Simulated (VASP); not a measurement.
Here is a VASP 6.6.1 calculation.

INCAR

```
SYSTEM = TiO2
PREC = Accurate
ENCUT = 600
EDIFF = 1E-6
ISMEAR = -1
SIGMA = 0.04
LREAL = .False.
LASPH = .True.
NELM = 120
ALGO = Normal
ISIF = 2
LWAVE = .False.
LCHARG = .False.
GGA = PE
NBANDS = 33
GGA_COMPAT = .False.
```

The input KPOINTS:

```
regular mesh
0
Gamma
  4 4 5
  0 0 0
```

The input POSCAR:

```
TiO2
1.0
    4.5998373239      0.0000000000      0.0000000000
    0.0000000000      4.5998373239      0.0000000000
    0.0000000000      0.0000000000      2.9592135600
Ti O
2 4
Direct
    0.0000000000      0.0000000000      0.5000000000
    0.5000000000      0.5000000000      0.0000000000
    0.3043213200      0.3043213200      0.5000000000
    0.1956786800      0.8043213200      0.0000000000
    0.8043213200      0.1956786800      0.0000000000
    0.6956786800      0.6956786800      0.5000000000
```

Potentials or basis: VASP PAW PBE potentials, release 64 (Ti_sv, O).

The run is started by

```console
$ cat potpaw_PBE.64/Ti_sv/POTCAR potpaw_PBE.64/O/POTCAR > POTCAR
$ mpirun -np 1 vasp_std > vasp.out
```

**Question.** Estimate the pressure.

**Answer.** 4.7 GPa.

**Question.** Estimate the largest force.

**Answer.** 0.018 eV/Å.

**Question.** Estimate the band gap on the k mesh.

**Answer.** 1.84 eV, direct.

Stress tensor (GPa, compression positive):
```
4.84 0.00 0.00
0.00 4.84 0.00
0.00 0.00 4.42
```

Caveat: the k points lie up to 0.42 Å⁻¹ apart. A k mesh can miss the band edges.
